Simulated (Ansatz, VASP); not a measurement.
## Two plane-wave programs on Be16CO

```
CELL_PARAMETERS angstrom
4.52544 0.00000 0.00000
-2.26272 3.91914 0.00000
0.00000 0.00000 23.47617
ATOMIC_POSITIONS crystal
Be 0.33333 0.16667 0.17039
Be 0.33333 0.66667 0.17039
Be 0.83333 0.16667 0.17039
Be 0.83333 0.66667 0.17039
Be 0.16667 0.33333 0.24635
Be 0.16667 0.83333 0.24635
Be 0.66667 0.33333 0.24635
Be 0.66667 0.83333 0.24635
Be 0.33333 0.16667 0.32419
Be 0.33333 0.66667 0.32419
Be 0.83333 0.16667 0.32419
Be 0.83333 0.66667 0.32419
Be 0.16667 0.33333 0.40365
Be 0.16667 0.83333 0.40365
Be 0.66667 0.33333 0.40365
Be 0.66667 0.83333 0.40365
C 0.16667 0.33333 0.53016
O 0.27131 0.22869 0.56510
```

Alike in both runs: task single point; functional PBE; k mesh 6 × 6 × 1; occupations gaussian, width 0.1 eV; no spin polarisation.

|  | VASP | Ansatz |
| --- | --- | --- |
| version | VASP 6.6.1 | Ansatz 0.2.0 |
| potentials or method | VASP PAW PBE potentials, release 64 (Be, C, O), cutoff 520 eV | scalar-relativistic, plane waves, PAW |
| valence electrons in the cell | 42 | 42 |

```tsv
	VASP	Ansatz	Ansatz less VASP
gap on the k mesh at the Fermi level (eV)	none	none	-
rms of the force components (eV/Å)	0.321	0.468	+0.1470
```

Atom by atom the forces differ by 0.152 eV/Å (rms over components). A gap of «none» marks a metal or a gap that the smearing closes. With one functional, cell and mesh, what is left measures potentials, basis and numerics.

Noted on VASP's run: the standard files for N, O and F lose accuracy on very short bonds.
